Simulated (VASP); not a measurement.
# I (Pm-3m) in VASP: notebook

The runs below take I through single point, with PBE.

Everything below comes from runs of VASP 6.6.1. Logs are shortened: lines on timing, memory, paths and dates and some standing lists are left out, and cuts for length are marked.

## (1) The cell of the first run

The structure is cubic, space group Pm-3m (No. 221). The conventional cell has a = 3.081 Å, b = 3.081 Å, c = 3.081 Å, α = 90.00°, β = 90.00°, γ = 90.00°. Within 4.1 Å of I (site symmetry m-3m) lie 6 I at 3.08 Å.

## (2) Single point, PBE

File INCAR:

```
SYSTEM = I
PREC = Accurate
ENCUT = 520
EDIFF = 1E-6
ISMEAR = -1
SIGMA = 0.02
LREAL = .FALSE.
LASPH = .TRUE.
NELM = 80
ALGO = Normal
ISIF = 2
LWAVE = .FALSE.
LCHARG = .TRUE.
GGA = PE
LELF = .TRUE.
LVHAR = .TRUE.
NBANDS = 10
```

File KPOINTS:

```
Automatic mesh
0
G
  8 8 8
  0 0 0
```

File POSCAR:

```
I
1.0
    3.0806253309      0.0000000000      0.0000000000
    0.0000000000      3.0806253309      0.0000000000
    0.0000000000      0.0000000000      3.0806253309
I
1
Direct
    0.0000000000      0.0000000000      0.0000000000
```

Potentials or basis: VASP PAW PBE potentials, release 64 (I).

On the command line:

```console
> cat potpaw_PBE.64/I/POTCAR > POTCAR
> mpirun -np 1 vasp_std > vasp.out
```

OUTCAR:

```text
SYSTEM = I
   PREC = Accurate
   ENCUT = 520
   EDIFF = 1E-6
   ISMEAR = -1
   LREAL = .FALSE.
   LASPH = .TRUE.
   NELM = 80
   ISIF = 2
   GGA = PE

 ion  position               nearest neighbor table
   1  0.000  0.000  0.000-

  LATTYP: Found a simple cubic cell.
 ALAT       =     3.0806253309

  Lattice vectors:

 A1 = (   3.0806253309,   0.0000000000,   0.0000000000)
 A2 = (   0.0000000000,   3.0806253309,   0.0000000000)
 A3 = (   0.0000000000,   0.0000000000,   3.0806253309)

Analysis of symmetry for initial positions (statically):
=====================================================================
 Subroutine PRICEL returns:
 Original cell was already a primitive cell.

 Routine SETGRP: Setting up the symmetry group for a
 simple cubic supercell.

 Subroutine GETGRP returns: Found 48 space group operations
 (whereof 48 operations were pure point group operations)
 out of a pool of 48 trial point group operations.

The static configuration has the point symmetry O_h .

Analysis of symmetry for dynamics (positions and initial velocities):
=====================================================================
 Subroutine PRICEL returns:
 Original cell was already a primitive cell.

 Routine SETGRP: Setting up the symmetry group for a
 simple cubic supercell.

 Subroutine GETGRP returns: Found 48 space group operations
 (whereof 48 operations were pure point group operations)
 out of a pool of 48 trial point group operations.

The dynamic configuration has the point symmetry O_h .

 Subroutine INISYM returns: Found 48 space group operations
 (whereof 48 operations are pure point group operations),
 and found     1 'primitive' translations

----------------------------------------------------------------------------------------

                                     Primitive cell

  volume of cell :      29.2359

  direct lattice vectors                    reciprocal lattice vectors
     3.080625331  0.000000000  0.000000000     0.324609419  0.000000000  0.000000000
     0.000000000  3.080625331  0.000000000     0.000000000  0.324609419  0.000000000
     0.000000000  0.000000000  3.080625331     0.000000000  0.000000000  0.324609419

  length of vectors
     3.080625331  3.080625331  3.080625331     0.324609419  0.324609419  0.324609419

  position of ions in fractional coordinates (direct lattice)
     0.000000000  0.000000000  0.000000000

  ion indices of the primitive-cell ions
   primitive index   ion index
                 1           1

----------------------------------------------------------------------------------------

 KPOINTS: Automatic mesh

Automatic generation of k-mesh.
 Grid dimensions read from file:
 generate k-points for:    8    8    8

 Generating k-lattice:

  Cartesian coordinates                     Fractional coordinates (reciprocal lattice)
     0.040576177  0.000000000  0.000000000     0.125000000  0.000000000  0.000000000
     0.000000000  0.040576177  0.000000000     0.000000000  0.125000000  0.000000000
     0.000000000  0.000000000  0.040576177     0.000000000  0.000000000  0.125000000

  Length of vectors
     0.040576177  0.040576177  0.040576177

  Shift w.r.t. Gamma in fractional coordinates (k-lattice)
     0.000000000  0.000000000  0.000000000

 Subroutine IBZKPT returns following result:
 ===========================================

 Found     35 irreducible k-points:

 Following reciprocal coordinates:
            Coordinates               Weight
  0.000000  0.000000  0.000000      1.000000
  0.125000  0.000000  0.000000      6.000000
  0.250000  0.000000  0.000000      6.000000
  0.375000  0.000000  0.000000      6.000000
  0.500000  0.000000  0.000000      3.000000
  0.125000  0.125000  0.000000     12.000000
[... 16 lines left out ...]
  0.375000  0.375000  0.125000     24.000000
  0.500000  0.375000  0.125000     24.000000
 [... further k-points ...]
   k-points           NKPTS =     35   k-points in BZ     NKDIM =     35   number of bands    NBANDS=     10
   number of dos      NEDOS =    301   number of ions     NIONS =      1
   total plane-waves  NPLWV =  13824
   dimension x,y,z NGX =    24 NGY =   24 NGZ =   24
   dimension x,y,z NGXF=    48 NGYF=   48 NGZF=   48
   ions per type =               1
   NGX,Y,Z   is equivalent  to a cutoff of  12.95, 12.95, 12.95 a.u.
   NGXF,Y,Z  is equivalent  to a cutoff of  25.90, 25.90, 25.90 a.u.
 SYSTEM =  I
   PREC   = accura    normal or accurate (medium, high low for compatibility)
   ISTART =      0    job   : 0-new  1-cont  2-samecut
   ICHARG =      2    charge: 1-file 2-atom 10-const
   ISPIN  =      1    spin polarized calculation?
   LNONCOLLINEAR =      F non collinear calculations
   LSORBIT =      F    spin-orbit coupling
   LASPH  =      T    aspherical Exc in radial PAW
   ENCUT  =  520.0 eV  38.22 Ry    6.18 a.u.   5.73  5.73  5.73*2*pi/ulx,y,z
   NELM   =     80;   NELMIN=  2; NELMDL= -5     # of ELM steps
   EDIFF  = 0.1E-05   stopping-criterion for ELM
   LREAL  =      F    real-space projection
   EDIFFG = 0.1E-04   stopping-criterion for IOM
   NSW    =      0    number of steps for IOM
   IBRION =     -1    ionic relax: 0-MD 1-quasi-New 2-CG
   NFREE  =      0    steps in history (QN), initial steepest desc. (CG)
   ISIF   =      2    stress and relaxation
   ISYM   =      2    0-nonsym 1-usesym 2-fastsym
   POTIM  = 0.5000    time-step for ionic-motion
   TEBEG  =    0.0;   TEEND  =   0.0 temperature during run
   PSTRESS=    0.0 pullay stress
   NELECT =       7.0000    total number of electrons
   NUPDOWN=      -1.0000    fix difference up-down
   EMIN   =  10.00;   EMAX   =-10.00  energy-range for DOS
   EFERMI =   0.00;   METHOD = LEGACY
   ISMEAR =    -1;   SIGMA  =   0.02  broadening in eV -4-tet -1-fermi 0-gaus
   EFERMI_NEDOS =   21; number of points for ismear=-14 and -15
   IALGO  =     38    algorithm
   IMIX   =      4    mixing-type and parameters
     AMIX     =   0.40;   BMIX     =  1.00
     AMIX_MAG =   1.60;   BMIX_MAG =  1.00
  volume/ion in A,a.u.               =      29.24       197.29
  Fermi-wavevector in a.u.,A,eV,Ry     =   1.016565  1.921030 14.060330  1.033405
  Thomas-Fermi vector in A             =   2.149916
   LORBIT       =      0    0 simple, 1 ext, 2 COOP (PROOUT), +10 PAW based schemes
   GGA     = PE    functional components
   LHFCALC =     F    Hartree Fock is set to
   AEXX    =    0.0000 exact exchange contribution
   IVDW    =     0    specifies the selected vdW correction
   LEPSILON=     F    determine dielectric tensor
   LRPA    =     F    only Hartree local field effects (RPA)
 non-spin polarized calculation
  energy-cutoff  :      520.00
  volume of cell :       29.24
 maximum number of plane-waves:       840
 NGX is ok and might be reduce to    24
   NGX = 11   NGY = 11   NGZ = 11

 number of electron       6.9999999 magnetization

 Free energy of the ion-electron system (eV)
  ---------------------------------------------------
  ext. energy  EPLUGINS =         0.00000000
  ---------------------------------------------------
  free energy    TOTEN  =        -0.65591918 eV

  energy without entropy =       -0.65553260  energy(sigma->0) =       -0.65572589

 E-fermi :   7.9732     XC(G=0):  -9.7516

 val. band max:        7.9202608270   @ k =   0.1250   0.0000   0.0000
 cond. band min:       8.0818325829   @ k =   0.1250   0.1250   0.0000
 fundamental gap:      0.1615717559
 Fermi energy:         7.9732044165

 k-point     1 :       0.0000    0.0000    0.0000
  band No.  band energies     occupation
      1      -8.1384      2.00000
      2       7.7584      1.99996
      3       7.7584      1.99996
      4       7.7584      1.99996
      5      13.5001      0.00000
      6      13.5001      0.00000
      7      14.0884      0.00000
      8      25.8126      0.00000
      9      25.8126      0.00000
     10      25.8126      0.00000

 k-point     2 :       0.1250    0.0000    0.0000
  band No.  band energies     occupation
      1      -7.9522      2.00000
      2       6.0447      2.00000
      3       7.9203      1.86767
      4       7.9203      1.86767
      5      13.6774      0.00000
      6      14.0690      0.00000
      7      15.8511      0.00000
      8      23.2831      0.00000
      9      23.2831      0.00000
     10      24.6906      0.00000

 k-point     3 :       0.2500    0.0000    0.0000
  band No.  band energies     occupation
      1      -7.4368      2.00000
      2       3.4001      2.00000
      3       8.3486      0.00000
      4       8.3486      0.00000
      5      14.1834      0.00000
      6      14.7334      0.00000
      7      19.3742      0.00000
      8      20.8461      0.00000
      9      20.8461      0.00000
     10      22.2182      0.00000

 k-point     4 :       0.3750    0.0000    0.0000
  band No.  band energies     occupation
      1      -6.7771      2.00000
      2       1.3171      2.00000
      3       8.8481      0.00000
      4       8.8481      0.00000
      5      14.8861      0.00000
      6      15.8072      0.00000
      7      19.1173      0.00000
      8      19.1173      0.00000
      9      19.2090      0.00000
     10      20.2662      0.00000
[... 222 lines left out ...]
 k-point    22 :       0.5000    0.2500    0.1250
  band No.  band energies     occupation
      1      -5.5313      2.00000
      2       1.3162      2.00000
      3       5.1231      2.00000
      4       8.1437      0.00040
      5      12.4962      0.00000
      6      16.0069      0.00000
      7      18.4651      0.00000
      8      19.9456      0.00000
      9      22.7810      0.00000
     10      22.9363      0.00000

 k-point    23 :       0.3750    0.3750    0.1250
  band No.  band energies     occupation
      1      -5.2105      2.00000
      2       2.7062      2.00000
      3       2.7910      2.00000
      4       8.4049      0.00000
      5      11.3196      0.00000
      6      17.0832      0.00000
      7      17.6444      0.00000
      8      19.4600      0.00000
      9      23.2119      0.00000
     10      24.3909      0.00000

 k-point    24 :       0.5000    0.3750    0.1250
  band No.  band energies     occupation
      1      -4.8557      2.00000
      2       1.9067      2.00000
      3       3.0471      2.00000
      4       8.6672      0.00000
      5      10.5702      0.00000
      6      16.7537      0.00000
      7      17.7851      0.00000
      8      19.8727      0.00000
      9      22.3326      0.00000
     10      23.6383      0.00000

 [... further k-points ...]

------------------------ aborting loop because EDIFF is reached ----------------------------------------

  FORCE on cell =-STRESS in cart. coord.  units (eV):
  Direction    XX          YY          ZZ          XY          YZ          ZX
  --------------------------------------------------------------------------------------
  -------------------------------------------------------------------------------------
  Total        3.6419945      3.6419945      3.6419945      0.0000000      0.0000000      0.0000000
  in kB      199.5874440    199.5874440    199.5874440      0.0000000      0.0000000      0.0000000
  external PRESSURE =     199.5874440 kB  Pullay stress =       0.0000000 kB

 VOLUME and BASIS-vectors are now :
 -----------------------------------------------------------------------------
  energy-cutoff  :      520.00
  volume of cell :       29.24
      direct lattice vectors                 reciprocal lattice vectors
     3.080625331  0.000000000  0.000000000     0.324609419  0.000000000  0.000000000
     0.000000000  3.080625331  0.000000000     0.000000000  0.324609419  0.000000000
     0.000000000  0.000000000  3.080625331     0.000000000  0.000000000  0.324609419

 POSITION                                       TOTAL-FORCE (eV/Angst)
 -----------------------------------------------------------------------------------
      0.00000      0.00000      0.00000         0.000000      0.000000      0.000000
 -----------------------------------------------------------------------------------
    total drift:                               -0.000000      0.000000      0.000000

  FREE ENERGIE OF THE ION-ELECTRON SYSTEM (eV)
  ---------------------------------------------------
  free  energy   TOTEN  =        -0.6559191779 eV

  energy  without entropy=       -0.6555326004  energy(sigma->0) =       -0.65572589
```

It took 7 s on 1 thread of Intel Xeon 8259CL, shared host; peak memory 0.14 GiB.

What came out:

```
Free energy            : -0.6559 eV
Pressure               : 20.0 GPa
Band gap on the k mesh : zero (an odd number of electrons rules out a gap without spin polarisation)
```

Caveat: the cell stands under pressure; spin-orbit coupling is left out, which moves the levels of the heavy elements; an odd number of electrons without spin polarisation forces a metal; a magnetic or distorted state may lie lower.

(Part 1 of 2 ends here.)

The gap in the log of VASP goes by the Fermi energy; the results here count the filled bands.